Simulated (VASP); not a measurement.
Set up this calculation in VASP 6.6.1, as the native input.

```yaml
Task: single point
Functional: LDA
Potentials_or_basis: VASP PAW LDA potentials, release 64 (Ag, Cl)
Cutoff: 520 eV
k_mesh: 8 × 8 × 8
Occupations: gaussian, width 0.05 eV
Spin: no spin polarisation
Dipole_correction: no
Further_INCAR_settings: ALGO = Normal; EDIFF = 1e-06; NBANDS = 16
```

The structure of AgCl lies in POSCAR:

```
AgCl
1.0
    0.0000000000      2.7731500000      2.7731500000
    2.7731500000      0.0000000000      2.7731500000
    2.7731500000      2.7731500000      0.0000000000
Ag Cl
1 1
Direct
    0.5180300380      0.5180300380      0.4819699620
    0.0000000000      0.0000000000      0.0000000000
```

This cell differs from its parent crystal: all Ag atoms moved -0.100 Å, as atom 1 towards its neighbour atom 2 (Cl) at 2.773 Å.

These files were run (other wordings do the same):

INCAR

```
PREC = Accurate
ENCUT = 520
EDIFF = 1E-6
ISMEAR = 0
SIGMA = 0.05
LREAL = F
LASPH = T
NELM = 60
ALGO = Normal
ISIF = 2
LWAVE = F
LCHARG = F
NBANDS = 16
```

KPOINTS

```
Automatic mesh
0
Gamma
  8 8 8
```

Potentials or basis: VASP PAW LDA potentials, release 64 (Ag, Cl).

Command:

```sh
$ cat potpaw_LDA.64/Ag/POTCAR potpaw_LDA.64/Cl/POTCAR > POTCAR
$ mpirun -np 1 vasp_std > vasp.out
```

Results of the run:

```json
{
  "Pressure": "-5.4 GPa",
  "Largest force": "0.066 eV/Å",
  "Band gap on the k mesh": "0.66 eV, indirect (least direct gap 2.65 eV)"
}
```

Caveat: the cell differs from its parent crystal (all Ag atoms moved -0.100 Å, as atom 1 towards its neighbour atom 2 (Cl) at 2.773 Å).

Run time: 31 s on 1 thread of Intel(R) Xeon(R) Platinum 8488C (Sapphire Rapids) (shared host), peak memory 0.17 GiB.
